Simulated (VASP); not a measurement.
# HfO2 (Fm-3m) in VASP: notebook

Aim: see how the results for HfO2 move with the level of theory and the settings. Levels: PBE, PBEsol, r2SCAN. Tasks: dielectric tensor, vibrations by perturbation theory.

Program: VASP 6.6.1. These are calculated values, not measurements. Logs are shortened: lines on timing, memory, paths and dates and some standing lists are left out, and cuts for length are marked.

## 1. The cell of the first run

It takes space group Fm-3m (No. 225, cubic). Conventional cell: a = 5.058 Å, b = 5.058 Å, c = 5.058 Å, α = 90.00°, β = 90.00°, γ = 90.00°. Within 2.9 Å of Hf (site symmetry m-3m) lie 8 O at 2.19 Å. O (site symmetry -43m) has 4 Hf at 2.19 Å and 6 O at 2.53 Å within 2.9 Å.

## 2. Dielectric tensor, PBE

File INCAR:

```
PREC = Accurate ; ENCUT = 520
EDIFF = 1E-8 ; ISMEAR = 0
SIGMA = 0.01 ; LREAL = F
LASPH = T ; NELM = 80
ALGO = Normal ; ISIF = 2
LWAVE = F ; LCHARG = F
GGA = PE ; LEPSILON = T
```

File KPOINTS:

```
Automatic mesh
0
Gamma
  8 8 8
```

File POSCAR:

```
HfO2
1.0
    0.0000000000      2.5291822925      2.5291822925
    2.5291822925      0.0000000000      2.5291822925
    2.5291822925      2.5291822925      0.0000000000
Hf O
1 2
Direct
    0.0000000000      0.0000000000      0.0000000000
    0.2500000000      0.2500000000      0.2500000000
    0.7500000000      0.7500000000      0.7500000000
```

Potentials or basis: VASP PAW PBE potentials, release 64 (Hf_pv, O).

The run is started by

```sh
$ cat potpaw_PBE.64/Hf_pv/POTCAR potpaw_PBE.64/O/POTCAR > POTCAR
$ mpirun -np 1 vasp_std > vasp.out
```

OUTCAR:

```text
PREC = Accurate
   ENCUT = 520
   EDIFF = 1E-8
   ISMEAR = 0
   LREAL = F
   LASPH = T
   NELM = 80
   ISIF = 2
   GGA = PE
   LEPSILON = T

 ion  position               nearest neighbor table
   1  0.000  0.000  0.000-   3 2.19   3 2.19   3 2.19   2 2.19   3 2.19   2 2.19   2 2.19   2 2.19

   2  0.250  0.250  0.250-   1 2.19   1 2.19   1 2.19   1 2.19
   3  0.750  0.750  0.750-   1 2.19   1 2.19   1 2.19   1 2.19

  LATTYP: Found a face centered cubic cell.
 ALAT       =     5.0583645850

  Lattice vectors:

 A1 = (   0.0000000000,   2.5291822925,   2.5291822925)
 A2 = (   2.5291822925,   0.0000000000,   2.5291822925)
 A3 = (   2.5291822925,   2.5291822925,   0.0000000000)

Analysis of symmetry for initial positions (statically):
=====================================================================
 Subroutine PRICEL returns:
 Original cell was already a primitive cell.

 Routine SETGRP: Setting up the symmetry group for a
 face centered cubic supercell.

 Subroutine GETGRP returns: Found 48 space group operations
 (whereof 48 operations were pure point group operations)
 out of a pool of 48 trial point group operations.

The static configuration has the point symmetry O_h .

Analysis of symmetry for dynamics (positions and initial velocities):
=====================================================================
 Subroutine PRICEL returns:
 Original cell was already a primitive cell.

 Routine SETGRP: Setting up the symmetry group for a
 face centered cubic supercell.

 Subroutine GETGRP returns: Found 48 space group operations
 (whereof 48 operations were pure point group operations)
 out of a pool of 48 trial point group operations.

The dynamic configuration has the point symmetry O_h .

 Subroutine INISYM returns: Found 48 space group operations
 (whereof 48 operations are pure point group operations),
 and found     1 'primitive' translations

----------------------------------------------------------------------------------------

                                     Primitive cell

  volume of cell :      32.3572

  direct lattice vectors                    reciprocal lattice vectors
[... 591 lines left out ...]
      0.00000      0.00000      0.00000         0.000000      0.000000      0.000000
      1.26459      1.26459      1.26459         0.000000     -0.000000     -0.000000
      3.79377      3.79377      3.79377        -0.000000      0.000000      0.000000
 -----------------------------------------------------------------------------------
    total drift:                                0.000000      0.000000      0.000000

  FREE ENERGIE OF THE ION-ELECTRON SYSTEM (eV)
  ---------------------------------------------------
  free  energy   TOTEN  =       -30.2460618455 eV

  energy  without entropy=      -30.2460618455  energy(sigma->0) =      -30.24606185

 HEAD OF MICROSCOPIC STATIC DIELECTRIC TENSOR (INDEPENDENT PARTICLE, excluding Hartree and local field effects)
 ------------------------------------------------------
           5.365924    -0.000000     0.000000
           0.000000     5.365924     0.000000
          -0.000000     0.000000     5.365924
 ------------------------------------------------------

 Free energy of the ion-electron system (eV)
  ---------------------------------------------------
  ---------------------------------------------------
  free energy    TOTEN  =        -0.40576109 eV

  energy without entropy =       -0.40576109

------------------------ aborting loop because EDIFF is reached ----------------------------------------

--------------------------------------- Ionic step        2  -------------------------------------------

------------------------ aborting loop because EDIFF is reached ----------------------------------------

--------------------------------------- Ionic step        3  -------------------------------------------

 Free energy of the ion-electron system (eV)
  ---------------------------------------------------
  ---------------------------------------------------
  free energy    TOTEN  =        -0.40576099 eV

  energy without entropy =       -0.40576099

------------------------ aborting loop because EDIFF is reached ----------------------------------------

 PIEZOELECTRIC TENSOR FIELD DIRECTION 3  (e Angst)
 -----------------------------------------------------------------------------
     0.00002  0.00000  0.00000           ( -0.00001  0.00000  0.00000)
     0.00000  0.00002 -0.00000           (  0.00000 -0.00001  0.00000)
     0.00000  0.00000 -0.00043           (  0.00000  0.00000  0.00000)

 PIEZOELECTRIC TENSOR FIELD DIRECTION 3  (C/m^2)
 -----------------------------------------------------------------------------
     0.00001  0.00000  0.00000
     0.00000  0.00001 -0.00000
     0.00000  0.00000 -0.00021

 MACROSCOPIC STATIC DIELECTRIC TENSOR (including local field effects in DFT)
 ------------------------------------------------------
           5.242645    -0.000000     0.000000
           0.000000     5.242645    -0.000000
           0.000000    -0.000000     5.242645
 ------------------------------------------------------

 PIEZOELECTRIC TENSOR (including local field effects)  for field in x, y, z        (e  Angst)
          XX          YY          ZZ          XY          YZ          ZX
  --------------------------------------------------------------------------------
  x     0.00000     0.00000     0.00000     0.00000     0.00000     0.00000
  y     0.00000     0.00000     0.00000     0.00000     0.00000     0.00000
  z     0.00000     0.00000     0.00000     0.00000     0.00000     0.00000

 PIEZOELECTRIC TENSOR (including local field effects)  for field in x, y, z        (C/m^2)
          XX          YY          ZZ          XY          YZ          ZX
  --------------------------------------------------------------------------------
  x     0.00000     0.00000     0.00000     0.00000     0.00000     0.00000
  y     0.00000     0.00000     0.00000     0.00000     0.00000     0.00000
  z     0.00000     0.00000     0.00000     0.00000     0.00000     0.00000

 BORN EFFECTIVE CHARGES (including local field effects) (in |e|, cummulative output)
 ---------------------------------------------------------------------------------
 ion    1
    1     5.51704     0.00000     0.00000
    2     0.00000     5.51704     0.00000
    3     0.00000     0.00000     5.51704
 ion    2
    1    -2.75852     0.00000     0.00000
    2     0.00000    -2.75852     0.00000
    3     0.00000     0.00000    -2.75852
 ion    3
    1    -2.75852     0.00000     0.00000
    2     0.00000    -2.75852     0.00000
    3     0.00000     0.00000    -2.75852
```

stdout:

```text
POSCAR found type information on POSCAR HfO
 POSCAR found :  2 types and       3 ions
 scaLAPACK will be used
 LDA part: xc-table for (Slater+PW92), standard interpolation
 POSCAR, INCAR and KPOINTS ok, starting setup
 FFT: planning ... GRIDC
 FFT: planning ... GRID_SOFT
 FFT: planning ... GRID
 WAVECAR not read
 entering main loop
 Linear response reoptimize wavefunctions to high precision
 Linear response G [H, r] |phi>, progress :
  Direction:   1
 Linear response G [H, r] |phi>, progress :
  Direction:   2
 Linear response G [H, r] |phi>, progress :
  Direction:   3
 Linear response to external field (no local field effect), progress :
  Direction:   1
 dielectric tensor                  component  1 :     5.478     0.047    -0.082
 Linear response to external field (no local field effect), progress :
  Direction:   2
 dielectric tensor                  component  2 :     0.047     4.971     0.079
 Linear response to external field (no local field effect), progress :
  Direction:   3
 dielectric tensor                  component  3 :    -0.082     0.079     5.648
 Linear response to external field, progress :
  Direction:   1
 dielectric tensor                  component  1 :     5.243     0.050    -0.014
 Linear response to external field, progress :
  Direction:   2
 dielectric tensor                  component  2 :     0.044     5.243    -0.023
 Linear response to external field, progress :
  Direction:   3
 dielectric tensor                  component  3 :     0.005     0.036     5.243
 Born effective charges drift removed
```

Run time: 1.8 min. Hardware: 1 thread of Intel Xeon 6975P-C (Granite Rapids), shared host; peak memory 0.22 GiB.

Results:

```yaml
Band_gap_on_the_k_mesh: 3.82 eV, direct
Electronic_dielectric_tensor_diagonal: 5.24
Born_charges_mean_of_the_diagonal: Hf +5.52; O -2.76 e
```

Electronic dielectric tensor:
```
5.24 0.00 0.00
0.00 5.24 0.00
0.00 0.00 5.24
```

Born effective charge tensors (e):
atom 1, Hf
```
5.52 0.00 0.00
0.00 5.52 0.00
0.00 0.00 5.52
```
atom 2, O
```
-2.76  0.00  0.00
 0.00 -2.76  0.00
 0.00  0.00 -2.76
```
atom 3, O
```
-2.76  0.00  0.00
 0.00 -2.76  0.00
 0.00  0.00 -2.76
```

Caveat: spin-orbit coupling is left out, which moves the levels of the heavy elements. A k mesh can miss the band edges.

(Continued in part 2 of 2.)
